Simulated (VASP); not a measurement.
# GaAs (I-4m2) in VASP: further runs

Runs on GaAs. Level: LDA. Tasks: single point.

All numbers are computed with VASP 6.6.1; they aren't measurements. Logs are shortened: lines on timing, memory, paths and dates and some standing lists are left out, and cuts for length are marked.

### Step 1. The cell of the first run

The structure is tetragonal, space group I-4m2 (No. 119). The conventional cell has a = 4.041 Å, b = 4.041 Å, c = 5.499 Å, α = 90.00°, β = 90.00°, γ = 90.00°. Ga (site symmetry -4m2) has 4 As at 2.44 Å within 3.2 Å. As (site symmetry -4m2) has 4 Ga at 2.44 Å within 3.2 Å.

### Step 2. Single point, LDA (in-plane strain +0.02, then relaxed in part)

Input file INCAR:

```
SYSTEM = GaAs
PREC     = Accurate       ! precision mode
ENCUT    = 520            ! plane-wave cutoff, eV
EDIFF    = 1E-7           ! SCF threshold, eV
ISMEAR   = 0              ! smearing method
SIGMA    = 0.01           ! smearing width, eV
LREAL    = .FALSE.        ! projectors in reciprocal space
LASPH    = .TRUE.         ! aspherical terms in the spheres
NELM     = 60             ! most SCF steps
ALGO     = Normal         ! electronic algorithm
ISIF     = 2              ! what is computed and relaxed
LWAVE    = .FALSE.        ! write WAVECAR
LCHARG   = .FALSE.        ! write CHGCAR
NBANDS   = 16             ! bands
```

Input file KPOINTS:

```
Automatic mesh
0
G
  8 8 8
  0 0 0
```

Input file POSCAR:

```
GaAs
1.0
    2.8574759518      2.8574759518      0.0000000000
   -2.8574759518      2.8574759518      0.0000000000
    0.0000000000      2.8574759518      2.7496007963
Ga As
1 1
Direct
    0.0000000000      0.0000000000      0.0000000000
    0.7500000000      0.2500000000      0.5000000000
```

Potentials or basis: VASP PAW LDA potentials, release 64 (Ga_d, As).

Run with:

```sh
> cat potpaw_LDA.64/Ga_d/POTCAR potpaw_LDA.64/As/POTCAR > POTCAR
> mpirun -np 1 vasp_std > vasp.out
```

OUTCAR:

```text
SYSTEM = GaAs
   PREC = Accurate
   ENCUT = 520
   EDIFF = 1E-7
   ISMEAR = 0
   LREAL = .FALSE.
   LASPH = .TRUE.
   NELM = 60
   ISIF = 2

 ion  position               nearest neighbor table
   1  0.000  0.000  0.000-   2 2.44   2 2.44   2 2.44   2 2.44
   2  0.750  0.250  0.500-   1 2.44   1 2.44   1 2.44   1 2.44

  LATTYP: Found a body centered tetragonal cell.
 ALAT       =     4.0410812452
 C/A-ratio  =     1.3608243089

  Lattice vectors:

 A1 = (   2.8574759518,   0.0000000000,  -2.7496007963)
 A2 = (  -2.8574759518,   0.0000000000,  -2.7496007963)
 A3 = (   0.0000000000,   2.8574759518,   2.7496007963)

Analysis of symmetry for initial positions (statically):
=====================================================================
 Subroutine PRICEL returns:
 Original cell was already a primitive cell.

 Routine SETGRP: Setting up the symmetry group for a
 body centered tetragonal supercell.

 Subroutine GETGRP returns: Found  8 space group operations
 (whereof  8 operations were pure point group operations)
 out of a pool of 16 trial point group operations.

The static configuration has the point symmetry D_2d.

Analysis of symmetry for dynamics (positions and initial velocities):
=====================================================================
 Subroutine PRICEL returns:
 Original cell was already a primitive cell.

 Routine SETGRP: Setting up the symmetry group for a
 body centered tetragonal supercell.

 Subroutine GETGRP returns: Found  8 space group operations
 (whereof  8 operations were pure point group operations)
 out of a pool of 16 trial point group operations.

The dynamic configuration has the point symmetry D_2d.

 Subroutine INISYM returns: Found  8 space group operations
 (whereof  8 operations are pure point group operations),
 and found     1 'primitive' translations

----------------------------------------------------------------------------------------

                                     Primitive cell

  volume of cell :      44.9019

  direct lattice vectors                    reciprocal lattice vectors
     2.857475952  2.857475952  0.000000000     0.174979600  0.174979600 -0.181844579
    -2.857475952  2.857475952  0.000000000    -0.174979600  0.174979600 -0.181844579
     0.000000000  2.857475952  2.749600796     0.000000000  0.000000000  0.363689159

  length of vectors
     4.041081245  4.041081245  3.965535696     0.307088215  0.307088215  0.363689159

  position of ions in fractional coordinates (direct lattice)
     0.000000000  0.000000000  0.000000000
     0.750000000  0.250000000  0.500000000

  ion indices of the primitive-cell ions
   primitive index   ion index
                 1           1
                 2           2

----------------------------------------------------------------------------------------

 KPOINTS: Automatic mesh

Automatic generation of k-mesh.
 Grid dimensions read from file:
 generate k-points for:    8    8    8

 Generating k-lattice:

  Cartesian coordinates                     Fractional coordinates (reciprocal lattice)
     0.021872450  0.021872450 -0.022730572     0.125000000  0.000000000  0.000000000
    -0.021872450  0.021872450 -0.022730572     0.000000000  0.125000000  0.000000000
     0.000000000  0.000000000  0.045461145     0.000000000  0.000000000  0.125000000

  Length of vectors
     0.038386027  0.038386027  0.045461145

  Shift w.r.t. Gamma in fractional coordinates (k-lattice)
     0.000000000  0.000000000  0.000000000

 Subroutine IBZKPT returns following result:
 ===========================================

 Found     59 irreducible k-points:

 Following reciprocal coordinates:
            Coordinates               Weight
  0.000000  0.000000  0.000000      1.000000
  0.125000  0.000000  0.000000      8.000000
  0.250000  0.000000  0.000000      8.000000
  0.375000  0.000000  0.000000      8.000000
  0.500000  0.000000  0.000000      4.000000
  0.125000  0.125000  0.000000      8.000000
[... 16 lines left out ...]
  0.250000  0.000000  0.125000      4.000000
  0.375000  0.000000  0.125000      8.000000
 [... further k-points ...]
   k-points           NKPTS =     59   k-points in BZ     NKDIM =     59   number of bands    NBANDS=     16
   number of dos      NEDOS =    301   number of ions     NIONS =      2
   total plane-waves  NPLWV =  27000
   dimension x,y,z NGX =    30 NGY =   30 NGZ =   30
   dimension x,y,z NGXF=    60 NGYF=   60 NGZF=   60
   ions per type =               1   1
   NGX,Y,Z   is equivalent  to a cutoff of  12.34, 12.34, 12.58 a.u.
   NGXF,Y,Z  is equivalent  to a cutoff of  24.68, 24.68, 25.15 a.u.
 SYSTEM =  GaAs
   PREC   = accura    normal or accurate (medium, high low for compatibility)
   ISTART =      0    job   : 0-new  1-cont  2-samecut
   ICHARG =      2    charge: 1-file 2-atom 10-const
   ISPIN  =      1    spin polarized calculation?
   LNONCOLLINEAR =      F non collinear calculations
   LSORBIT =      F    spin-orbit coupling
   LASPH  =      T    aspherical Exc in radial PAW
   ENCUT  =  520.0 eV  38.22 Ry    6.18 a.u.   7.51  7.51  7.37*2*pi/ulx,y,z
   NELM   =     60;   NELMIN=  2; NELMDL= -5     # of ELM steps
   EDIFF  = 0.1E-06   stopping-criterion for ELM
   LREAL  =      F    real-space projection
   EDIFFG = 0.1E-05   stopping-criterion for IOM
   NSW    =      0    number of steps for IOM
   IBRION =     -1    ionic relax: 0-MD 1-quasi-New 2-CG
   NFREE  =      0    steps in history (QN), initial steepest desc. (CG)
   ISIF   =      2    stress and relaxation
   ISYM   =      2    0-nonsym 1-usesym 2-fastsym
   POTIM  = 0.5000    time-step for ionic-motion
   TEBEG  =    0.0;   TEEND  =   0.0 temperature during run
   PSTRESS=    0.0 pullay stress
   NELECT =      18.0000    total number of electrons
   NUPDOWN=      -1.0000    fix difference up-down
   EMIN   =  10.00;   EMAX   =-10.00  energy-range for DOS
   EFERMI =   0.00;   METHOD = LEGACY
   ISMEAR =     0;   SIGMA  =   0.01  broadening in eV -4-tet -1-fermi 0-gaus
   EFERMI_NEDOS =   21; number of points for ismear=-14 and -15
   IALGO  =     38    algorithm
   IMIX   =      4    mixing-type and parameters
     AMIX     =   0.40;   BMIX     =  1.00
     AMIX_MAG =   1.60;   BMIX_MAG =  1.00
  volume/ion in A,a.u.               =      22.45       151.51
  Fermi-wavevector in a.u.,A,eV,Ry     =   1.207102  2.281093 19.824993  1.457096
  Thomas-Fermi vector in A             =   2.342750
   LORBIT       =      0    0 simple, 1 ext, 2 COOP (PROOUT), +10 PAW based schemes
   GGA     = CA    functional components
   LHFCALC =     F    Hartree Fock is set to
   AEXX    =    0.0000 exact exchange contribution
   IVDW    =     0    specifies the selected vdW correction
   LEPSILON=     F    determine dielectric tensor
   LRPA    =     F    only Hartree local field effects (RPA)
 non-spin polarized calculation
 Gauss-broadening in eV      SIGMA  =   0.01
  energy-cutoff  :      520.00
  volume of cell :       44.90
 maximum number of plane-waves:      1227
   NGX = 15   NGY = 15   NGZ = 15

 number of electron      18.0000000 magnetization

 Free energy of the ion-electron system (eV)
  ---------------------------------------------------
  ext. energy  EPLUGINS =         0.00000000
  ---------------------------------------------------
  free energy    TOTEN  =        -9.62581468 eV

  energy without entropy =       -9.62581468  energy(sigma->0) =       -9.62581468

 E-fermi :   4.0529     XC(G=0):  -9.9403

 val. band max:        4.0001503802   @ k =   0.0000   0.0000   0.0000
 cond. band min:       4.2285489309   @ k =   0.0000   0.0000   0.0000
 fundamental gap:      0.2283985507
 Fermi energy:         4.0529277632

 k-point     1 :       0.0000    0.0000    0.0000
  band No.  band energies     occupation
      1     -11.0840      2.00000
      2     -11.0840      2.00000
      3     -11.0752      2.00000
      4     -11.0048      2.00000
      5     -10.9993      2.00000
      6      -8.9441      2.00000
[... 8 lines left out ...]
     15      13.6754      0.00000
     16      14.3571      0.00000

 k-point     2 :       0.1250    0.0000    0.0000
  band No.  band energies     occupation
      1     -11.0948      2.00000
      2     -11.0804      2.00000
      3     -11.0740      2.00000
      4     -11.0052      2.00000
      5     -10.9993      2.00000
      6      -8.7605      2.00000
[... 8 lines left out ...]
     15      12.8767      0.00000
     16      13.3222      0.00000

 k-point     3 :       0.2500    0.0000    0.0000
  band No.  band energies     occupation
      1     -11.1233      2.00000
      2     -11.0726      2.00000
      3     -11.0670      2.00000
      4     -11.0053      2.00000
      5     -10.9981      2.00000
      6      -8.2466      2.00000
[... 8 lines left out ...]
     15      12.7986      0.00000
     16      13.1075      0.00000

 k-point     4 :       0.3750    0.0000    0.0000
  band No.  band energies     occupation
      1     -11.1493      2.00000
      2     -11.0664      2.00000
      3     -11.0610      2.00000
      4     -11.0038      2.00000
      5     -10.9952      2.00000
      6      -7.5561      2.00000
[... 8 lines left out ...]
     15      14.0216      0.00000
     16      14.1335      0.00000
[... 324 lines left out ...]
 k-point    22 :       0.0000    0.0000    0.1250
  band No.  band energies     occupation
      1     -11.0971      2.00000
      2     -11.0769      2.00000
      3     -11.0769      2.00000
      4     -11.0085      2.00000
      5     -10.9971      2.00000
      6      -8.6884      2.00000
[... 8 lines left out ...]
     15      12.7537      0.00000
     16      13.9432      0.00000

 k-point    23 :       0.2500    0.0000    0.1250
  band No.  band energies     occupation
      1     -11.1141      2.00000
      2     -11.0762      2.00000
      3     -11.0655      2.00000
      4     -11.0036      2.00000
      5     -11.0010      2.00000
      6      -8.4756      2.00000
[... 8 lines left out ...]
     15      12.8650      0.00000
     16      13.4316      0.00000

 k-point    24 :       0.3750    0.0000    0.1250
  band No.  band energies     occupation
      1     -11.1388      2.00000
      2     -11.0679      2.00000
      3     -11.0600      2.00000
      4     -11.0032      2.00000
      5     -11.0003      2.00000
      6      -7.8947      2.00000
[... 8 lines left out ...]
     15      13.4542      0.00000
     16      14.9083      0.00000

 [... further k-points ...]
[... 5 lines left out ...]
  --------------------------------------------------------------------------------------
  -------------------------------------------------------------------------------------
  Total       -0.5565975     -0.5565975      0.0794178      0.0000000      0.0000000      0.0000000
  in kB      -19.8603541    -19.8603541      2.8337631      0.0000000      0.0000000      0.0000000
  external PRESSURE =     -12.2956483 kB  Pullay stress =       0.0000000 kB

 VOLUME and BASIS-vectors are now :
 -----------------------------------------------------------------------------
  energy-cutoff  :      520.00
  volume of cell :       44.90
      direct lattice vectors                 reciprocal lattice vectors
     2.857475952  2.857475952  0.000000000     0.174979600  0.174979600 -0.181844579
    -2.857475952  2.857475952  0.000000000    -0.174979600  0.174979600 -0.181844579
     0.000000000  2.857475952  2.749600796     0.000000000  0.000000000  0.363689159

 POSITION                                       TOTAL-FORCE (eV/Angst)
 -----------------------------------------------------------------------------------
      0.00000      0.00000      0.00000        -0.000000     -0.000000      0.000000
      1.42874      4.28621      1.37480         0.000000      0.000000      0.000000
 -----------------------------------------------------------------------------------
    total drift:                                0.000001     -0.000000     -0.000000

  FREE ENERGIE OF THE ION-ELECTRON SYSTEM (eV)
  ---------------------------------------------------
  free  energy   TOTEN  =        -9.6258146765 eV

  energy  without entropy=       -9.6258146765  energy(sigma->0) =       -9.62581468
```

Wall time 23 s (1 thread of Intel Xeon Platinum 8488C (Sapphire Rapids), shared host); peak memory 0.17 GiB.

Results:

```
Free energy            : -9.6258 eV
Pressure               : -1.2 GPa
Band gap on the k mesh : 0.23 eV, direct
```

Caveat: the cell differs from its parent crystal (in-plane strain +0.02, then relaxed in part).

### Step 3. Single point, LDA (in-plane strain +0.02)

Input file INCAR:

```
SYSTEM = GaAs
PREC = Accurate
ENCUT = 520
EDIFF = 1E-6
ISMEAR = 0
SIGMA = 0.01
LREAL = .False.
LASPH = .True.
NELM = 80
ALGO = Normal
ISIF = 2
LWAVE = .False.
LCHARG = .False.
GGA = CA
NBANDS = 16
```

Input file KPOINTS:

```
regular mesh
0
Gamma
  8 8 8
  0 0 0
```

Changes to POSCAR since step 2:

```diff
@@ -4,3 +4,3 @@
    -2.8574759518      2.8574759518      0.0000000000
-    0.0000000000      2.8574759518      2.7496007963
+    0.0000000000      2.8574759518      2.7678296474
 Ga As
```

Potentials or basis: VASP PAW LDA potentials, release 64 (Ga_d, As).

Run with:

```sh
> cat potpaw_LDA.64/Ga_d/POTCAR potpaw_LDA.64/As/POTCAR > POTCAR
> mpirun -np 1 vasp_std > vasp.out
```

Run time: 23 s. Hardware: 1 thread of Intel Xeon Platinum 8488C (Sapphire Rapids), shared host; peak memory 0.18 GiB.

The run converged. Its results:

| Quantity | Value |
| --- | --- |
| Free energy | -9.6257 eV |
| Pressure | -1.7 GPa |
| Band gap on the k mesh | 0.20 eV, direct |

Stress tensor (GPa, compression positive):
```
-2.30  0.00  0.00
 0.00 -2.30  0.00
 0.00  0.00 -0.40
```

Levels at points of the mesh, in eV from the valence-band top:
```tsv
k point	band 5	band 6	band 7	band 8	band 9	band 10	band 11	band 12	band 13	band 14
(0.00, 0.00, 0.00)	-14.97	-12.87	-0.17	-0.17	0.00	0.20	3.50	3.59	3.59	7.23
(0.50, 0.00, 0.00)	-14.96	-11.11	-6.80	-1.39	-1.13	0.73	4.36	4.59	7.46	10.05
(0.50, 0.50, 0.00)	-14.96	-10.41	-7.05	-2.74	-2.72	1.29	1.54	9.77	9.96	10.56
(0.00, 0.00, 0.50)	-14.95	-10.29	-6.86	-2.94	-2.94	1.10	1.24	9.93	9.93	10.81
```

Caveat: the cell differs from its parent crystal (in-plane strain +0.02).
